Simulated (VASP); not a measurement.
Here is a VASP 6.6.1 calculation.

Contents of INCAR:

```
ALGO = Normal
EDIFF = 1E-6
ENCUT = 520
GGA = PS
ISIF = 2
ISMEAR = -1
ISPIN = 2
LASPH = True
LCHARG = False
LMAXMIX = 4
LORBIT = 11
LREAL = False
LWAVE = False
MAGMOM = 2 1
NBANDS = 22
NELM = 150
PREC = Accurate
SIGMA = 0.05
```

KPOINTS

```
k-points
0
Gamma
  5 5 5
```

Contents of POSCAR:

```
TiCo
1.0
    2.9861109900      0.0000000000      0.0000000000
    0.0000000000      2.9861109900      0.0000000000
    0.0000000000      0.0000000000      2.9861109900
Co Ti
1 1
Direct
    0.5000000000      0.5000000000      0.5000000000
    0.0000000000      0.0000000000      0.0000000000
```

Potentials or basis: VASP PAW PBE potentials, release 64 (Co, Ti_sv).

The run is started by

```sh
$ cat potpaw_PBE.64/Co/POTCAR potpaw_PBE.64/Ti_sv/POTCAR > POTCAR
$ mpirun -np 1 vasp_std > vasp.out
```

(1) Predict the site moments.

(2) Predict the pressure.

(3) What does it give for the net moment?

Results:

(1) Co +0.95; Ti -0.01 μB.

(2) -7.4 GPa.

(3) 0.90 μB per cell.

Caveat: the k points lie up to 0.42 Å⁻¹ apart; the PAW data sets were made with another functional, which shifts forces and pressure a little.
